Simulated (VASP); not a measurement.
Crystal: MgO.

```
CELL_PARAMETERS angstrom
0.00000 2.17295 2.17295
2.17295 0.00000 2.17295
2.17295 2.17295 0.00000
ATOMIC_POSITIONS crystal
Mg 0.00000 0.00000 0.00000
O 0.50000 0.50000 0.50000
```

Program: VASP 6.6.1. Alike in all runs: task single point; no spin polarisation; cell as given; k mesh 6 × 6 × 6; cutoff (eV) 520; smearing gaussian 0.01 eV.

Order these runs on this cell by their pressure, lowest first.
A. level LDA; potentials or basis VASP PAW LDA potentials, release 64 (Mg, O)
B. level PBE; potentials or basis VASP PAW PBE potentials, release 64 (Mg, O)
C. level PBEsol; potentials or basis VASP PAW PBE potentials, release 64 (Mg, O)

A (-19.0 GPa), C (-12.6 GPa), B (-9.1 GPa).

Caveats: the PAW data sets were made with another functional, which shifts forces and pressure a little (some runs).
